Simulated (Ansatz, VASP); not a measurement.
**Two plane-wave programs on HfS2**

```xyz
3
Lattice="3.6302 0.0000 0.0000 -1.8151 3.1439 0.0000 0.0000 0.0000 5.8787" Properties=species:S:1:pos:R:3 pbc="T T T"
Hf    0.0000    0.0000    0.0000
S     1.8151    1.0480    4.4407
S     0.0000    2.0959    1.4380
```

Alike in both runs: task single point; functional HSE06; k mesh 6 × 6 × 4; no spin polarisation.

|  | VASP | Ansatz |
| --- | --- | --- |
| version | VASP 6.6.1 | Ansatz 0.2.0 |
| potentials or method | VASP PAW PBE potentials, release 64 (Hf_pv, S) | plane waves, PAW |
| plane-wave cutoff (eV) | 400 | 420 |
| occupations | gaussian, width 0.01 eV | fixed |
| valence electrons in the cell | 22 | 38 |

Ansatz gave:

- gap on the k mesh at the Fermi level (eV): 1.87
- pressure (GPa): 1.3
- traceless stress, the component that is largest in VASP (GPa): 0.17
- rms of the force components (eV/Å): 0.028

Task: Which values does VASP return?

Result: gap on the k mesh at the Fermi level (eV): 1.85; pressure (GPa): -0.1; traceless stress, the component that is largest in VASP (GPa): 0.44; rms of the force components (eV/Å): 0.095.

Atom by atom the forces differ by 0.067 eV/Å (rms over components). VASP's potentials hold 22 valence electrons a cell and Ansatz's 38, so a difference there can come from the potentials and not from the codes. Ansatz's warnings: stress exchange threshold loose, stress scf threshold loose.

Spin-orbit coupling is off throughout.
